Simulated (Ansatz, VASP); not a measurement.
## InGaAs2: VASP beside Ansatz

```xyz
4
Lattice="3.9369 0.0000 0.0000 0.0000 3.9369 0.0000 0.0000 0.0000 5.9040" Properties=species:S:1:pos:R:3 pbc="T T T"
In    0.0000    0.0000    2.9520
Ga    1.9685    1.9685    0.0000
As    1.9685    0.0000    4.5444
As    0.0000    1.9685    1.3596
```

Change from the starting cell: strain -0.050 along x and y, +0.000 along z, atoms carried along.

Alike in both runs: task single point; functional PBEsol; k mesh 12 × 12 × 8; occupations gaussian, width 0.15 eV; no spin polarisation.

```csv
,VASP,Ansatz
version,VASP 6.6.1,Ansatz 0.2.0
potentials or method,"VASP PAW PBE potentials, release 64 (In_d, Ga_d, As), cutoff 520 eV","scalar-relativistic, plane waves, PAW"
valence electrons in the cell,36,56
```

|  | VASP | Ansatz | Ansatz less VASP |
| --- | --- | --- | --- |
| gap on the k mesh at the Fermi level (eV) | 0.33 | 0.32 | -0.012 |
| least direct gap on the mesh (eV) | 0.33 | 0.32 | -0.012 |
| pressure (GPa) | 8.0 | 7.9 | -0.19 |
| traceless stress, the component that is largest in VASP (GPa) | -1.55 | -1.56 | -0.005 |
| rms of the force components (eV/Å) | 0.035 | 0.035 | 0.0000 |

VASP's potentials were made for PBE, not for PBEsol. Atom by atom the forces differ by 0.000 eV/Å (rms over components). VASP's potentials hold 36 valence electrons a cell and Ansatz's 56, so a difference there can come from the potentials and not from the codes.
